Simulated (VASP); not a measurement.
Here is a VASP 6.6.1 calculation.

Contents of INCAR:

```
SYSTEM = RuSe
  PREC = Accurate
  ENCUT = 520
  EDIFF = 1E-6
  ISMEAR = 0
  SIGMA = 0.05
  LREAL = .FALSE.
  LASPH = .TRUE.
  NELM = 80
  ALGO = Normal
  ISIF = 2
  LWAVE = .FALSE.
  LCHARG = .TRUE.
  GGA = PE
  LELF = .TRUE.
  LVHAR = .TRUE.
  NBANDS = 17
```

Contents of KPOINTS:

```
Automatic mesh
0
G
  10 10 10
  0 0 0
```

File POSCAR:

```
RuSe
1.0
    0.0000000000      2.8092320263      2.8092320263
    2.8092320263      0.0000000000      2.8092320263
    2.8092320263      2.8092320263      0.0000000000
Ru Se
1 1
Direct
    0.0000000000      0.0000000000      0.0000000000
    0.2500000000      0.2500000000      0.2500000000
```

Potentials or basis: VASP PAW PBE potentials, release 64 (Ru_pv, Se).

Command:

```sh
$ cat potpaw_PBE.64/Ru_pv/POTCAR potpaw_PBE.64/Se/POTCAR > POTCAR
$ mpirun -np 1 vasp_std > vasp.out
```

Q: What does it give for the pressure?

A: -6.2 GPa.

Q: Estimate the band gap on the k mesh.

A: Zero (band 10 reaches 7.49 eV, above the bottom of band 11 at 5.28 eV).
